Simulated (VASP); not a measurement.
# BN (P6_3mc) in VASP: further runs

BN is run at these levels: PBEsol-based global hybrid with 25 % exact exchange, HSE06; tasks: single point.

All numbers are computed with VASP 6.6.1; they aren't measurements. Logs are shortened: lines on timing, memory, paths and dates and some standing lists are left out, and cuts for length are marked.

**1. The cell of the first run**

It takes space group P6_3mc (No. 186, hexagonal). Conventional cell: a = 2.554 Å, b = 2.554 Å, c = 4.227 Å, α = 90.00°, β = 90.00°, γ = 120.00°. Within 2.1 Å of N (site symmetry 3m) lie 4 B at 1.57 to 1.58 Å. B (site symmetry 3m) has 4 N at 1.57 to 1.58 Å within 2.1 Å.

**2. Single point, PBEsol-based global hybrid with 25 % exact exchange**

Input file POSCAR:

```
BN
1.0
    2.5539396017      0.0000000000      0.0000000000
   -1.2769698009      2.2117765748      0.0000000000
    0.0000000000      0.0000000000      4.2268550000
N B
2 2
Direct
    0.3333333333      0.6666666667      0.1252760000
    0.6666666667      0.3333333333      0.6252760000
    0.3333333333      0.6666666667      0.4997240000
    0.6666666667      0.3333333333      0.9997240000
```

Input file INCAR.step1:

```
SYSTEM = BN
  ALGO = Normal
  EDIFF = 1E-5
  ENCUT = 520
  GGA = PE
  ISIF = 2
  ISMEAR = -1
  LASPH = .TRUE.
  LCHARG = .FALSE.
  LREAL = .FALSE.
  LWAVE = .TRUE.
  NBANDS = 16
  NELM = 100
  PREC = Accurate
  SIGMA = 0.05
```

Input file INCAR.step2:

```
SYSTEM = BN
  AEXX = 0.25
  ALGO = Normal
  EDIFF = 1E-6
  ENCUT = 520
  GGA = PS
  ISIF = 2
  ISMEAR = -1
  ISTART = 1
  LASPH = .TRUE.
  LCHARG = .FALSE.
  LHFCALC = .TRUE.
  LREAL = .FALSE.
  LWAVE = .FALSE.
  NBANDS = 16
  NELM = 100
  PREC = Accurate
  PRECFOCK = Normal
  SIGMA = 0.05
```

Input file KPOINTS:

```
k-points
0
G
  6 6 3
  0 0 0
```

Potentials or basis: VASP PAW PBE potentials, release 64 (N, B).

On the command line:

```bash
$ cat potpaw_PBE.64/N/POTCAR potpaw_PBE.64/B/POTCAR > POTCAR
$ cp INCAR.step1 INCAR
$ mpirun -np 1 vasp_std > vasp.out
$ cp INCAR.step2 INCAR
$ mpirun -np 1 vasp_std > vasp.out
```

OUTCAR:

```text
SYSTEM = BN
   AEXX = 0.25
   EDIFF = 1E-6
   ENCUT = 520
   GGA = PS
   ISIF = 2
   ISMEAR = -1
   ISTART = 1
   LASPH = .TRUE.
   LHFCALC = .TRUE.
   LREAL = .FALSE.
   NELM = 100
   PREC = Accurate
   PRECFOCK = Normal

 ion  position               nearest neighbor table
   1  0.333  0.667  0.125-   4 1.57   4 1.57   4 1.57   3 1.58
   2  0.667  0.333  0.625-   3 1.57   3 1.57   3 1.57   4 1.58
   3  0.333  0.667  0.500-   2 1.57   2 1.57   2 1.57   1 1.58
   4  0.667  0.333  1.000-   1 1.57   1 1.57   1 1.57   2 1.58

  LATTYP: Found a hexagonal cell.
 ALAT       =     2.5539396017
 C/A-ratio  =     1.6550332659

  Lattice vectors:

 A1 = (   2.5539396017,   0.0000000000,   0.0000000000)
 A2 = (  -1.2769698009,   2.2117765748,   0.0000000000)
 A3 = (   0.0000000000,   0.0000000000,   4.2268550000)

Analysis of symmetry for initial positions (statically):
=====================================================================
 Subroutine PRICEL returns:
 Original cell was already a primitive cell.

 Routine SETGRP: Setting up the symmetry group for a
 hexagonal supercell.

 Subroutine GETGRP returns: Found 12 space group operations
 (whereof  6 operations were pure point group operations)
 out of a pool of 24 trial point group operations.

The static configuration has the point symmetry C_3v.
 The point group associated with its full space group is C_6v.

Analysis of symmetry for dynamics (positions and initial velocities):
=====================================================================
 Subroutine PRICEL returns:
 Original cell was already a primitive cell.

 Routine SETGRP: Setting up the symmetry group for a
 hexagonal supercell.

 Subroutine GETGRP returns: Found 12 space group operations
 (whereof  6 operations were pure point group operations)
 out of a pool of 24 trial point group operations.

The dynamic configuration has the point symmetry C_3v.
 The point group associated with its full space group is C_6v.

 Subroutine INISYM returns: Found 12 space group operations
 (whereof  6 operations are pure point group operations),
 and found     1 'primitive' translations

----------------------------------------------------------------------------------------

                                     Primitive cell

[... 89 lines left out ...]
   ISIF   =      2    stress and relaxation
   ISYM   =      3    0-nonsym 1-usesym 2-fastsym
   POTIM  = 0.5000    time-step for ionic-motion
   TEBEG  =    0.0;   TEEND  =   0.0 temperature during run
   PSTRESS=    0.0 pullay stress
   NELECT =      16.0000    total number of electrons
   NUPDOWN=      -1.0000    fix difference up-down
   EMIN   =  10.00;   EMAX   =-10.00  energy-range for DOS
   EFERMI =   0.00;   METHOD = LEGACY
   ISMEAR =    -1;   SIGMA  =   0.05  broadening in eV -4-tet -1-fermi 0-gaus
   EFERMI_NEDOS =   21; number of points for ismear=-14 and -15
   IALGO  =     38    algorithm
   IMIX   =      1    mixing-type and parameters
     AMIX     =   0.40;   BMIX     =  1.00
     AMIX_MAG =   1.60;   BMIX_MAG =  1.00
  volume/ion in A,a.u.               =       5.97        40.28
  Fermi-wavevector in a.u.,A,eV,Ry     =   1.432600  2.707222 27.923836  2.052344
  Thomas-Fermi vector in A             =   2.552210
   LORBIT       =      0    0 simple, 1 ext, 2 COOP (PROOUT), +10 PAW based schemes
   GGA     = PS    functional components
   LHFCALC =     T    Hartree Fock is set to
   PRECFOCK=normal    Normal, Fast or Accurate (Low or Medium for compatibility)
   ENCUT4O =  -1.0   cutoff for four orbital integrals eV
   NKREDX  =     1    reduce k-point grid by
   NKREDY  =     1    reduce k-point grid by
   NKREDZ  =     1    reduce k-point grid by
   AEXX    =    0.2500 exact exchange contribution
   HFSCREEN=    0.0000 screening length (either q_TF or 0.3 A-1)
   HFSCREENC=   0.0000 screening length for correlation (either q_TF or 0.3 A-1)
   ENCUTFOCK=  -1.0 apply spherical cutoff to Coloumb kernel
   IVDW    =     0    specifies the selected vdW correction
   LEPSILON=     F    determine dielectric tensor
   LRPA    =     F    only Hartree local field effects (RPA)
 non-spin polarized calculation
  energy-cutoff  :      520.00
  volume of cell :       23.88
 maximum number of plane-waves:       660
 NGX is ok and might be reduce to    20
  NGX = 16; NGY = 16; NGZ = 24

 number of electron      16.0000000 magnetization

 Free energy of the ion-electron system (eV)
  ---------------------------------------------------
  ext. energy  EPLUGINS =         0.00000000
  ---------------------------------------------------
  free energy    TOTEN  =       -43.79373095 eV

  energy without entropy =      -43.79373095  energy(sigma->0) =      -43.79373095

 E-fermi :   7.2563     XC(G=0): -10.1618

 val. band max:        6.1452693434   @ k =   0.0000   0.0000   0.0000
 cond. band min:      13.2868272245   @ k =   0.3333   0.3333   0.0000
 fundamental gap:      7.1415578811
 Fermi energy:         7.2563325031

 k-point     1 :       0.0000    0.0000    0.0000
  band No.  band energies     occupation
      1     -16.0508      2.00000
      2     -11.6175      2.00000
      3      -5.7093      2.00000
      4       3.8639      2.00000
      5       3.8639      2.00000
      6       5.8685      2.00000
[... 243 lines left out ...]
      3      -3.1917      2.00000
      4      -3.1917      2.00000
      5      -3.0633      2.00000
      6      -1.1260      2.00000
[... 8 lines left out ...]
     15      25.7147      0.00000
     16      25.7147      0.00000

------------------------ aborting loop because EDIFF is reached ----------------------------------------

  FORCE on cell =-STRESS in cart. coord.  units (eV):
  Direction    XX          YY          ZZ          XY          YZ          ZX
  --------------------------------------------------------------------------------------
  -------------------------------------------------------------------------------------
  Total       -1.8108635     -1.8108635     -1.9710603      0.0000000      0.0000000      0.0000000
  in kB     -121.5142134   -121.5142134   -132.2638851      0.0000000      0.0000000      0.0000000
  external PRESSURE =    -125.0974373 kB  Pullay stress =       0.0000000 kB

 VOLUME and BASIS-vectors are now :
 -----------------------------------------------------------------------------
  energy-cutoff  :      520.00
  volume of cell :       23.88
      direct lattice vectors                 reciprocal lattice vectors
     2.553939602  0.000000000  0.000000000     0.391551938  0.226062617  0.000000000
    -1.276969801  2.211776575  0.000000000     0.000000000  0.452125233  0.000000000
     0.000000000  0.000000000  4.226855000     0.000000000  0.000000000  0.236582518

 POSITION                                       TOTAL-FORCE (eV/Angst)
 -----------------------------------------------------------------------------------
     -0.00000      1.47452      0.52952        -0.000000      0.000000     -0.032891
      1.27697      0.73726      2.64295         0.000000      0.000000     -0.032891
     -0.00000      1.47452      2.11226         0.000000     -0.000000      0.032891
      1.27697      0.73726      4.22569         0.000000      0.000000      0.032891
 -----------------------------------------------------------------------------------
    total drift:                                0.000000      0.000000      0.000076

  FREE ENERGIE OF THE ION-ELECTRON SYSTEM (eV)
  ---------------------------------------------------
  free  energy   TOTEN  =       -43.7937309510 eV

  energy  without entropy=      -43.7937309510  energy(sigma->0) =      -43.79373095
```

OUTCAR.step1:

```text
SYSTEM = BN
   EDIFF = 1E-5
   ENCUT = 520
   GGA = PE
   ISIF = 2
   ISMEAR = -1
   LASPH = .TRUE.
[... 484 lines left out ...]
      1.27697      0.73726      2.64295         0.000000      0.000000     -0.017349
     -0.00000      1.47452      2.11226        -0.000000      0.000000      0.017349
      1.27697      0.73726      4.22569         0.000000      0.000000      0.017349
 -----------------------------------------------------------------------------------
    total drift:                               -0.000000      0.000000      0.000991

  FREE ENERGIE OF THE ION-ELECTRON SYSTEM (eV)
  ---------------------------------------------------
  free  energy   TOTEN  =       -34.8263188393 eV

  energy  without entropy=      -34.8263188393  energy(sigma->0) =      -34.82631884
```

Wall time 6.5 min (1 thread of Intel Xeon Platinum 8259CL at 2.50GHz (Skylake/Cascade Lake), shared host); peak memory 0.14 GiB.

What came out:

| Item | Value |
| --- | --- |
| Free energy | -43.7937 eV |
| Pressure | -12.5 GPa |
| Largest force | 0.033 eV/Å |
| Band gap on the k mesh | 7.14 eV (least direct gap 10.60 eV) |

Forces in eV/Å, atoms in the order of the input:
```
N    0.000  0.000 -0.033
N    0.000  0.000 -0.033
B    0.000  0.000  0.033
B    0.000  0.000  0.033
```

Caveat: the k points lie up to 0.50 Å⁻¹ apart; the PAW data sets were made with another functional, which shifts forces and pressure a little; an odd mesh through Γ misses points on the zone boundary, where band edges can lie.

**3. Single point, HSE06**

This run uses another cell than the first one, of 5.83 Å³/atom.

Input file POSCAR:

```
BN
1.0
    2.5348870523      0.0000000000      0.0000000000
   -1.2674435262      2.1952765830      0.0000000000
    0.0000000000      0.0000000000      4.1907137692
N B
2 2
Direct
    0.3333333333      0.6666666667      0.1251839886
    0.6666666667      0.3333333333      0.6251839886
    0.3333333333      0.6666666667      0.4998160114
    0.6666666667      0.3333333333      0.9998160114
```

Input file INCAR.step1:

```
SYSTEM = BN
  PREC = Accurate
  ENCUT = 520
  EDIFF = 1E-5
  ISMEAR = -1
  SIGMA = 0.05
  LREAL = .FALSE.
  LASPH = .TRUE.
  NELM = 100
  ALGO = Normal
  ISIF = 2
  LWAVE = .TRUE.
  LCHARG = .FALSE.
  NBANDS = 16
  GGA = PE
```

Input file INCAR.step2:

```
SYSTEM = BN
  PREC = Accurate
  ENCUT = 520
  EDIFF = 1E-6
  ISMEAR = -1
  SIGMA = 0.05
  LREAL = .FALSE.
  LASPH = .TRUE.
  NELM = 100
  ALGO = Normal
  ISIF = 2
  LWAVE = .FALSE.
  LCHARG = .FALSE.
  GGA = PE
  LHFCALC = .TRUE.
  HFSCREEN = 0.2079
  PRECFOCK = Normal
  NBANDS = 16
  ISTART = 1
```

Input file KPOINTS:

```
regular mesh
0
G
  8 8 4
  0 0 0
```

Potentials or basis: VASP PAW PBE potentials, release 64 (N, B).

On the command line:

```bash
$ cat potpaw_PBE.64/N/POTCAR potpaw_PBE.64/B/POTCAR > POTCAR
$ cp INCAR.step1 INCAR
$ mpirun -np 1 vasp_std > vasp.out
$ cp INCAR.step2 INCAR
$ mpirun -np 1 vasp_std > vasp.out
```

It took 41 min on 1 thread of AMD EPYC 7R43 (Zen 3), shared host; peak memory 0.21 GiB.

It converged, with:

```yaml
Free_energy: -40.5833 eV
Pressure: 0.5 GPa
Largest_force: 0.003 eV/Å
Band_gap_on_the_k_mesh: 6.84 eV (least direct gap 10.00 eV)
```

Forces in eV/Å, atoms in the order of the input:
```
N    0.000  0.000  0.003
N    0.000  0.000  0.003
B    0.000  0.000 -0.003
B    0.000  0.000 -0.003
```

Levels at points of the mesh, in eV from the valence-band top:
| k point | band 5 | band 6 | band 7 | band 8 | band 9 | band 10 | band 11 | band 12 |
| --- | --- | --- | --- | --- | --- | --- | --- | --- |
| (0.00, 0.00, 0.00) | -2.33 | -0.27 | 0.00 | 0.00 | 10.13 | 10.13 | 10.43 | 11.38 |
| (0.50, 0.00, 0.00) | -7.60 | -5.47 | -4.77 | -2.32 | 8.19 | 9.54 | 12.49 | 13.37 |
| (0.00, 0.00, 0.50) | -1.29 | -1.29 | -1.29 | -1.29 | 11.33 | 11.33 | 11.80 | 11.80 |
| (0.50, 0.00, 0.50) | -4.13 | -4.13 | -3.91 | -3.91 | 8.11 | 8.11 | 11.77 | 11.77 |

Caveat: the PAW data sets were made with another functional, which shifts forces and pressure a little.
